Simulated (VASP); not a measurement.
# C: single point with PBE exchange alone

Crystal: C.

```
CELL_PARAMETERS angstrom
1.23319 0.71198 8.28262
-1.23319 0.71198 8.28262
0.00000 -1.42396 8.28262
ATOMIC_POSITIONS crystal
C 0.08717 0.08717 0.08717
C 0.91283 0.91283 0.91283
C 0.75385 0.75385 0.75385
C 0.24615 0.24615 0.24615
```

```
Program                : VASP 6.6.1
Task                   : single point
Functional             : PBE exchange alone
Potentials or basis    : VASP PAW PBE potentials, release 64 (C)
Cutoff                 : 600 eV
k mesh                 : 12 × 12 × 12
Occupations            : gaussian, width 0.1 eV
Spin                   : no spin polarisation
Dipole correction      : no
Further INCAR settings : ALGO = Normal; EDIFF = 1e-06; NBANDS = 16
```

* Pressure: 11.1 GPa
* Largest force: 0.024 eV/Å

Forces on the atoms (eV/Å):
```
C    0.000  0.000 -0.019
C    0.000  0.000  0.019
C    0.000  0.000 -0.024
C    0.000  0.000  0.024
```

Stress tensor (GPa, compression positive):
```
16.20  0.00  0.00
 0.00 16.20  0.00
 0.00  0.00  1.03
```

It took 16 min on 1 thread of AMD EPYC 9R45 96-Core Processor (Zen 5) (shared host), peak memory 0.67 GiB.

Caveat: the stress differs along the axes, from 1 to 16 GPa; this functional lacks dispersion, which binds layers or chains, so the pressure and a relaxed spacing across them are unreliable.
